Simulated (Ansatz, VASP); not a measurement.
**MgS in VASP and in Ansatz**

The input INCAR:

```
SYSTEM = MgS
  PREC = Accurate
  ENCUT = 520
  EDIFF = 1E-6
  ISMEAR = -1
  SIGMA = 0.01
  LREAL = .FALSE.
  LASPH = .TRUE.
  NELM = 80
  ALGO = Normal
  ISIF = 2
  LWAVE = .FALSE.
  LCHARG = .FALSE.
  GGA = PE
  NBANDS = 11
```

Contents of KPOINTS:

```
regular mesh
0
G
  8 8 8
  0 0 0
```

POSCAR

```
MgS
1.0
    0.0000000000      2.6016500000      2.6016500000
    2.6016500000      0.0000000000      2.6016500000
    2.6016500000      2.6016500000      0.0000000000
Mg S
1 1
Direct
    0.0000000000      0.0000000000      0.0000000000
    0.5000000000      0.5000000000      0.5000000000
```

Input for Ansatz:

```yaml
crystal:
  lattice:
    - [0.0, 2.60165, 2.60165]
    - [2.60165, 0.0, 2.60165]
    - [2.60165, 2.60165, 0.0]
  atoms:
    - { symbol: Mg, position: [0.0, 0.0, 0.0] }
    - { symbol: S, position: [0.5, 0.5, 0.5] }
kpoints:
  mp_grid: { grid: [8, 8, 8] }
scf:
  occupations: { method: fermi_dirac, width: 0.01 }
hamiltonian:
  xc: pbe
  pseudopotentials: { kind: all_electron, lapw: { basis_error: 0.00025 } }
output:
  forces: true
  stress: true
  eigenvalues: true
```

Alike in both runs: task single point; functional PBE; k mesh 8 × 8 × 8; occupations fermi-dirac, width 0.01 eV; no spin polarisation.

|  | VASP | Ansatz |
| --- | --- | --- |
| version | VASP 6.6.1 | Ansatz 0.2.0 |
| potentials or method | VASP PAW PBE potentials, release 64 (Mg, S), cutoff 520 eV | all-electron LAPW, scalar-relativistic |

VASP gave:

```
gap on the k mesh at the Fermi level (eV) : 2.78
pressure (GPa)                            : 0.9
```

Question: What did Ansatz give for the same quantities?

Answer: gap on the k mesh at the Fermi level (eV): 2.79; pressure (GPa): 1.2.

Ansatz ran all-electron here, and VASP with PAW potentials.
